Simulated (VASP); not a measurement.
# AlN: single point with PBEsol

Crystal: AlN.

```xyz
2
Lattice="0.0000 2.1849 2.1849 2.1849 0.0000 2.1849 2.1849 2.1849 0.0000" Properties=species:S:1:pos:R:3 pbc="T T T"
Al    0.0000    0.0000    0.0000
N     1.0924    1.0924    1.0924
```

| Property | Result |
| --- | --- |
| Program | VASP 6.6.1 |
| Task | single point |
| Functional | PBEsol |
| Potentials or basis | VASP PAW PBE potentials, release 64 (Al, N) |
| Cutoff | 600 eV |
| k mesh | 8 × 8 × 8 |
| Occupations | methfessel-paxton, width 0.05 eV |
| Spin | no spin polarisation |

```
Pressure               : 0.9 GPa
Band gap on the k mesh : 3.19 eV, indirect (least direct gap 4.12 eV)
```

Levels at points of the mesh, in eV from the valence-band top:
```csv
k point,band 2,band 3,band 4,band 5,band 6,band 7
"(0.00, 0.00, 0.00)",0.00,0.00,0.00,4.12,12.46,12.46
"(0.50, 0.00, 0.00)",-5.91,-0.48,-0.48,7.28,9.76,11.03
"(0.50, 0.50, 0.00)",-4.94,-1.79,-1.79,3.19,8.47,13.86
```

Wall time 16 s on 1 thread of Intel Xeon 8259CL (shared host), peak memory 0.15 GiB.

Caveat: the PAW data sets were made with another functional, which shifts forces and pressure a little. PBEsol gaps usually lie below the measured ones, often by a third to a half.
